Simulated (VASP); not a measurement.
Al:

```xyz
2
Lattice="2.8342 0.0000 0.0094 0.0000 4.0060 0.0000 -0.0220 0.0000 4.0047" Properties=species:S:1:pos:R:3 pbc="T T T"
Al    2.8182    3.0045    3.0127
Al   -0.0060    1.0015    1.0015
```

This isn't the form of Al at room conditions, which is fcc.

```yaml
Program: VASP 6.6.1
Task: relaxation of cell and atoms
Functional: PBE
Potentials_or_basis: VASP PAW PBE potentials, release 64 (Al)
Cutoff: 600 eV
k_mesh: 14 × 10 × 10
Occupations: gaussian, width 0.1 eV
Spin: no spin polarisation
```

At the start: pressure -5.2 GPa; volume 22.73 Å³/atom.

Problem. How do energy, volume and symmetry change on relaxing?

Solution. Over 46 steps the energy falls by 417.0 meV/atom and the volume is 16.52 Å³/atom (-27.3 %); space group Pm-3m (No. 221, to 0.1 Å) before, I4/mmm (No. 139, to 0.1 Å).

Step by step:
```
step  energy change (eV)  largest force (eV/Å)  pressure (GPa)  volume (Å³)
   1              0.0000                0.0017           -5.19        45.47
   3             -0.0920                0.0021           -0.03        40.40
   5             -0.0920                0.0016           -0.01        40.39
   7             -0.0921                0.0015           -0.11        40.46
   9             -0.0929                0.0053           -0.34        40.61
  11             -0.1010                0.0215           -1.21        41.19
  13             -0.1390                0.0533           -4.32        43.06
  15             -0.1472                0.0536           -4.86        43.31
  17             -0.1799                0.0563           -6.85        44.06
  19             -0.1713                0.0585           -5.60        43.55
  21             -0.2128                0.0597           -4.86        42.51
  23             -0.3231                0.0573           -0.74        38.52
  25             -0.3370                0.0538            1.43        37.04
  27             -0.4602                0.0153            1.29        36.01
  29             -0.5066                0.1841           15.08        29.42
  31             -0.7338                0.1068            2.48        32.82
  33             -0.7900                0.1060           -0.65        33.69
  35             -0.8040                0.0930           -0.51        33.51
  37             -0.8282                0.0530           -0.26        33.09
  39             -0.8314                0.0438            0.07        32.95
  41             -0.8313                0.0233            0.80        32.73
  43             -0.8339                0.0230           -0.14        33.08
  45             -0.8340                0.0171           -0.05        33.04
  46             -0.8341                0.0086           -0.04        33.04
```

Final structure:
```
Al
1.0
     2.69625    0.00000   -1.07561
     0.00000    3.92694    0.00000
    -1.64041    0.00000    3.77445
Al
2
Direct
  0.00010 0.75000 0.74952
  0.99990 0.25000 0.25048
```

Caveat: the volume moved by over 15 % at a fixed basis, so the end points are rough.
